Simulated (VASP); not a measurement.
# TiC in VASP: relaxation of the atoms with PBEsol

Aim: the relaxation of the atoms of TiC with PBEsol.

All numbers are computed with VASP 6.6.1; they aren't measurements. Logs are shortened: lines on timing, memory, paths and dates and some standing lists are left out, and cuts for length are marked.

## Step 1: The cell of the first run

The cell holds a slab with vacuum, 10 atoms: a = 3.036 Å, b = 3.036 Å, c = 26.155 Å, α = 90.00°, β = 90.00°, γ = 120.00°.

## Step 2: Relaxation of the atoms, PBEsol

Contents of INCAR:

```
  ALGO = Normal
  DIPOL = 0.5 0.5 0.500
  EDIFF = 1E-7
  EDIFFG = -0.02
  ENCUT = 520
  GGA = PS
  IBRION = 2
  IDIPOL = 3
  ISIF = 2
  ISMEAR = 0
  KPAR = 4
  LASPH = T
  LCHARG = F
  LDIPOL = T
  LREAL = F
  LWAVE = F
  NELM = 80
  NSW = 80
  PREC = Accurate
  SIGMA = 0.1
```

Contents of KPOINTS:

```
k-points
0
Gamma
  12 12 1
```

Contents of POSCAR:

```
TiC
1.0
    3.0358717278      0.0000000000      0.0000000000
   -1.5179358639      2.6291420389      0.0000000000
    0.0000000000      0.0000000000     26.1545049867
C Ti
5 5
Direct
    0.3333333333      0.6666666667      0.2867574823
    0.0000000000      0.0000000000      0.3815319346
    0.6666666667      0.3333333333      0.4763063869
    0.3333333333      0.6666666667      0.5710808392
    0.0000000000      0.0000000000      0.6658552916
    0.6666666667      0.3333333333      0.3341447084
    0.3333333333      0.6666666667      0.4289191608
    0.0000000000      0.0000000000      0.5236936131
    0.6666666667      0.3333333333      0.6184680654
    0.3333333333      0.6666666667      0.7132425177
```

Potentials or basis: VASP PAW PBE potentials, release 64 (C, Ti_sv).

Started as:

```
$ cat potpaw_PBE.64/C/POTCAR potpaw_PBE.64/Ti_sv/POTCAR > POTCAR
$ mpirun -np 4 vasp_std > vasp.out
```

OUTCAR:

```text
EDIFF = 1E-7
   EDIFFG = -0.02
   ENCUT = 520
   GGA = PS
   IBRION = 2
   ISIF = 2
   ISMEAR = 0
   LASPH = T
   LREAL = F
   NELM = 80
   NSW = 80
   PREC = Accurate

 ion  position               nearest neighbor table
   1  0.333  0.667  0.287-   6 2.15   6 2.15   6 2.15
   2  0.000  0.000  0.382-   6 2.15   7 2.15   7 2.15   6 2.15   6 2.15   7 2.15
   3  0.667  0.333  0.476-   7 2.15   7 2.15   7 2.15   8 2.15   8 2.15   8 2.15
   4  0.333  0.667  0.571-   8 2.15   8 2.15   8 2.15   9 2.15   9 2.15   9 2.15
   5  0.000  0.000  0.666-  10 2.15  10 2.15  10 2.15   9 2.15   9 2.15   9 2.15
   6  0.667  0.333  0.334-   1 2.15   1 2.15   1 2.15   2 2.15   2 2.15   2 2.15
   7  0.333  0.667  0.429-   3 2.15   3 2.15   3 2.15   2 2.15   2 2.15   2 2.15
   8  0.000  0.000  0.524-   4 2.15   4 2.15   4 2.15   3 2.15   3 2.15   3 2.15
   9  0.667  0.333  0.618-   4 2.15   5 2.15   4 2.15   5 2.15   5 2.15   4 2.15
  10  0.333  0.667  0.713-   5 2.15   5 2.15   5 2.15

  LATTYP: Found a hexagonal cell.
 ALAT       =     3.0358717278
 C/A-ratio  =     8.6151548325

  Lattice vectors:

 A1 = (   3.0358717278,   0.0000000000,   0.0000000000)
 A2 = (  -1.5179358639,   2.6291420389,   0.0000000000)
 A3 = (   0.0000000000,   0.0000000000,  26.1545049867)

Analysis of symmetry for initial positions (statically):
=====================================================================
 Subroutine PRICEL returns:
 Original cell was already a primitive cell.

 Routine SETGRP: Setting up the symmetry group for a
 hexagonal supercell.

 Subroutine GETGRP returns: Found  6 space group operations
 (whereof  6 operations were pure point group operations)
 out of a pool of 24 trial point group operations.

The static configuration has the point symmetry C_3v.

Analysis of symmetry for dynamics (positions and initial velocities):
=====================================================================
 Subroutine PRICEL returns:
 Original cell was already a primitive cell.

 Routine SETGRP: Setting up the symmetry group for a
 hexagonal supercell.

 Subroutine GETGRP returns: Found  6 space group operations
 (whereof  6 operations were pure point group operations)
 out of a pool of 24 trial point group operations.

The dynamic configuration has the point symmetry C_3v.

 Subroutine INISYM returns: Found  6 space group operations
 (whereof  6 operations are pure point group operations),
 and found     1 'primitive' translations

----------------------------------------------------------------------------------------

                                     Primitive cell

  volume of cell :     208.7584

  direct lattice vectors                    reciprocal lattice vectors
     3.035871728  0.000000000  0.000000000     0.329394681  0.190176108  0.000000000
    -1.517935864  2.629142039  0.000000000     0.000000000  0.380352216  0.000000000
     0.000000000  0.000000000 26.154504987     0.000000000  0.000000000  0.038234331

  length of vectors
     3.035871728  3.035871728 26.154504987     0.380352216  0.380352216  0.038234331

  position of ions in fractional coordinates (direct lattice)
     0.333333333  0.666666667  0.286757482
     0.000000000  0.000000000  0.381531935
     0.666666667  0.333333333  0.476306387
     0.333333333  0.666666667  0.571080839
     0.000000000  0.000000000  0.665855292
     0.666666667  0.333333333  0.334144708
     0.333333333  0.666666667  0.428919161
     0.000000000  0.000000000  0.523693613
     0.666666667  0.333333333  0.618468065
     0.333333333  0.666666667  0.713242518

  ion indices of the primitive-cell ions
   primitive index   ion index
                 1           1
                 2           2
                 3           3
                 4           4
                 5           5
                 6           6
                 7           7
                 8           8
                 9           9
                10          10

----------------------------------------------------------------------------------------

[... 23 lines left out ...]

 Following reciprocal coordinates:
            Coordinates               Weight
  0.000000  0.000000  0.000000      1.000000
  0.083333  0.000000  0.000000      6.000000
  0.166667  0.000000  0.000000      6.000000
  0.250000  0.000000  0.000000      6.000000
  0.333333 -0.000000  0.000000      6.000000
  0.416667  0.000000  0.000000      6.000000
[... 11 lines left out ...]
  0.333333  0.250000  0.000000     12.000000
  0.333333  0.333333  0.000000      2.000000
   k-points           NKPTS =     19   k-points in BZ     NKDIM =     19   number of bands    NBANDS=     48
   number of dos      NEDOS =    301   number of ions     NIONS =     10
   total plane-waves  NPLWV = 112896
   dimension x,y,z NGX =    24 NGY =   24 NGZ =  196
   dimension x,y,z NGXF=    48 NGYF=   48 NGZF=  392
   ions per type =               5   5
   NGX,Y,Z   is equivalent  to a cutoff of  13.14, 13.14, 12.46 a.u.
   NGXF,Y,Z  is equivalent  to a cutoff of  26.29, 26.29, 24.92 a.u.
 SYSTEM =  unknown system
   PREC   = accura    normal or accurate (medium, high low for compatibility)
   ISTART =      0    job   : 0-new  1-cont  2-samecut
   ICHARG =      2    charge: 1-file 2-atom 10-const
   ISPIN  =      1    spin polarized calculation?
   LNONCOLLINEAR =      F non collinear calculations
   LSORBIT =      F    spin-orbit coupling
   LASPH  =      T    aspherical Exc in radial PAW
   ENCUT  =  520.0 eV  38.22 Ry    6.18 a.u.   5.64  5.64 48.63*2*pi/ulx,y,z
   NELM   =     80;   NELMIN=  2; NELMDL= -5     # of ELM steps
   EDIFF  = 0.1E-06   stopping-criterion for ELM
   LREAL  =      F    real-space projection
   EDIFFG = -.2E-01   stopping-criterion for IOM
   NSW    =     80    number of steps for IOM
   IBRION =      2    ionic relax: 0-MD 1-quasi-New 2-CG
   NFREE  =      1    steps in history (QN), initial steepest desc. (CG)
   ISIF   =      2    stress and relaxation
   ISYM   =      2    0-nonsym 1-usesym 2-fastsym
   POTIM  = 0.5000    time-step for ionic-motion
   TEBEG  =    0.0;   TEEND  =   0.0 temperature during run
   PSTRESS=    0.0 pullay stress
   NELECT =      80.0000    total number of electrons
   NUPDOWN=      -1.0000    fix difference up-down
   EMIN   =  10.00;   EMAX   =-10.00  energy-range for DOS
   EFERMI =   0.00;   METHOD = LEGACY
   ISMEAR =     0;   SIGMA  =   0.10  broadening in eV -4-tet -1-fermi 0-gaus
   EFERMI_NEDOS =   21; number of points for ismear=-14 and -15
   IALGO  =     38    algorithm
   IMIX   =      4    mixing-type and parameters
     AMIX     =   0.40;   BMIX     =  1.00
     AMIX_MAG =   1.60;   BMIX_MAG =  1.00
  volume/ion in A,a.u.               =      20.88       140.88
  Fermi-wavevector in a.u.,A,eV,Ry     =   1.189114  2.247100 19.238531  1.413992
  Thomas-Fermi vector in A             =   2.325229
   LORBIT       =      0    0 simple, 1 ext, 2 COOP (PROOUT), +10 PAW based schemes
   GGA     = PS    functional components
   LHFCALC =     F    Hartree Fock is set to
   AEXX    =    0.0000 exact exchange contribution
   IVDW    =     0    specifies the selected vdW correction
   LEPSILON=     F    determine dielectric tensor
   LRPA    =     F    only Hartree local field effects (RPA)
 conjugate gradient relaxation of ions
 non-spin polarized calculation
 Gauss-broadening in eV      SIGMA  =   0.10
  energy-cutoff  :      520.00
  volume of cell :      208.76
 maximum number of plane-waves:      5657
 NGX is ok and might be reduce to    24
   NGX = 11   NGY = 11   NGZ = 97

 dipolmoment           0.000000      0.000000      0.066759 electrons x Angstroem

--------------------------------------- Ionic step        1  -------------------------------------------

 number of electron      79.9999997 magnetization

 Free energy of the ion-electron system (eV)
  ---------------------------------------------------
  ext. energy  EPLUGINS =         0.00000000
  ---------------------------------------------------
  free energy    TOTEN  =       -92.79962044 eV

  energy without entropy =      -92.77327206  energy(sigma->0) =      -92.78644625

------------------------ aborting loop because EDIFF is reached ----------------------------------------

  FORCE on cell =-STRESS in cart. coord.  units (eV):
  Direction    XX          YY          ZZ          XY          YZ          ZX
  --------------------------------------------------------------------------------------
  -------------------------------------------------------------------------------------
  Total       -2.3275521     -2.3275521     -3.9442466      0.0000000      0.0000000      0.0000000
  in kB      -17.8634778    -17.8634778    -30.2712720      0.0000000      0.0000000      0.0000000
  external PRESSURE =     -21.9994092 kB  Pullay stress =       0.0000000 kB
[... 113 lines left out ...]
  FREE ENERGIE OF THE ION-ELECTRON SYSTEM (eV)
  ---------------------------------------------------
  free  energy   TOTEN  =       -93.0616768844 eV

  energy  without entropy=      -93.0286871477  energy(sigma->0) =      -93.04518202

[... ionic steps 4 to 11 ...]

--------------------------------------- Ionic step       12  -------------------------------------------

 number of electron      79.9999998 magnetization

------------------------ aborting loop because EDIFF is reached ----------------------------------------
[... 83 lines left out ...]
--------------------------------------- Ionic step       14  -------------------------------------------

 number of electron      79.9999999 magnetization

 dipolmoment           0.000000      0.000000     -0.087252 electrons x Angstroem

 Free energy of the ion-electron system (eV)
  ---------------------------------------------------
  ext. energy  EPLUGINS =         0.00000000
  ---------------------------------------------------
  free energy    TOTEN  =       -93.08463685 eV

  energy without entropy =      -93.05000982  energy(sigma->0) =      -93.06732334

 E-fermi :   1.6898     XC(G=0):  -6.9571

 val. band max:        1.6864398098   @ k =   0.2500   0.0000   0.0000
 cond. band min:       1.6988193598   @ k =   0.0833   0.0833   0.0000
 fundamental gap:      0.0123795500
 Fermi energy:         1.6897838304

 k-point     1 :       0.0000    0.0000    0.0000
  band No.  band energies     occupation
      1     -54.8778      2.00000
      2     -54.6136      2.00000
      3     -54.5627      2.00000
      4     -54.5179      2.00000
      5     -54.0318      2.00000
      6     -31.4978      2.00000
[... 958 lines left out ...]
     47       4.4922      0.00000
     48       4.5391      0.00000

------------------------ aborting loop because EDIFF is reached ----------------------------------------

 vacuum level on the upper side and lower side of the slab       (xc-potential included)        -0.978         0.959

  FORCE on cell =-STRESS in cart. coord.  units (eV):
  Direction    XX          YY          ZZ          XY          YZ          ZX
  --------------------------------------------------------------------------------------
  -------------------------------------------------------------------------------------
  Total        0.9384675      0.9384675     -0.1181069     -0.0000000      0.0000000      0.0000000
  in kB        7.2025425      7.2025425     -0.9064462     -0.0000000      0.0000000      0.0000000
  external PRESSURE =       4.4995463 kB  Pullay stress =       0.0000000 kB
[... 25 lines left out ...]
  FREE ENERGIE OF THE ION-ELECTRON SYSTEM (eV)
  ---------------------------------------------------
  free  energy   TOTEN  =       -93.0846368482 eV

  energy  without entropy=      -93.0500098243  energy(sigma->0) =      -93.06732334

 reached required accuracy - stopping structural energy minimisation

 vacuum level on the upper side and lower side of the slab         6.384         8.362
```

Wall time 14 min (4 MPI ranks of Intel Xeon Platinum 8375C at 2.90GHz (Ice Lake), shared host); peak memory 0.42 GiB.

Results:

| Property | Result |
| --- | --- |
| Free energy | -93.0846 eV |
| Energy gained by relaxing | 28.5 meV/atom |
| Ionic steps | 14 |
| Largest force after relaxing | 0.019 eV/Å |
| Band gap on the k mesh | zero (bands 40 and 41 overlap by 0.61 eV) |

Forces on the atoms (eV/Å):
```
C    0.000  0.000 -0.007
C    0.000  0.000 -0.002
C    0.000  0.000  0.010
C    0.000  0.000 -0.002
C    0.000  0.000 -0.017
Ti   0.000  0.000 -0.005
Ti   0.000  0.000  0.009
Ti   0.000  0.000  0.019
Ti   0.000  0.000  0.014
Ti   0.000  0.000 -0.018
```

The path:
| step | energy change (eV) | largest force (eV/Å) | pressure (GPa) |
| --- | --- | --- | --- |
| 1 | 0.0000 | 1.9766 | -2.20 |
| 2 | -0.2588 | 0.3849 | -0.94 |
| 3 | -0.2621 | 0.3952 | -0.73 |
| 4 | -0.2748 | 0.1928 | -0.44 |
| 5 | -0.2749 | 0.1863 | -0.40 |
| 6 | -0.2780 | 0.1048 | -0.29 |
| 7 | -0.2786 | 0.1751 | -0.21 |
| 8 | -0.2811 | 0.0974 | -0.07 |
| 9 | -0.2819 | 0.1544 | 0.10 |
| 10 | -0.2837 | 0.0728 | 0.25 |
| 11 | -0.2841 | 0.1083 | 0.37 |
| 12 | -0.2848 | 0.0322 | 0.42 |
| 13 | -0.2848 | 0.0334 | 0.43 |
| 14 | -0.2850 | 0.0192 | 0.45 |

Final structure:
```cif
data_structure
_symmetry_space_group_name_H-M 'P 1'
_symmetry_Int_Tables_number 1
_cell_length_a 3.0359
_cell_length_b 3.0359
_cell_length_c 26.1545
_cell_angle_alpha 90.000
_cell_angle_beta 90.000
_cell_angle_gamma 120.000
_cell_volume 208.76
loop_
_atom_site_label
_atom_site_type_symbol
_atom_site_fract_x
_atom_site_fract_y
_atom_site_fract_z
_atom_site_occupancy
C1 C 0.33333 0.66667 0.29165 1
C2 C 0.00000 0.00000 0.38129 1
C3 C 0.66667 0.33333 0.47582 1
C4 C 0.33333 0.66667 0.57096 1
C5 C 0.00000 0.00000 0.66858 1
Ti1 Ti 0.66667 0.33333 0.33437 1
Ti2 Ti 0.33333 0.66667 0.42954 1
Ti3 Ti 0.00000 0.00000 0.52357 1
Ti4 Ti 0.66667 0.33333 0.61641 1
Ti5 Ti 0.33333 0.66667 0.70782 1
```

Caveat: the PAW data sets were made with another functional, which shifts forces and pressure a little.
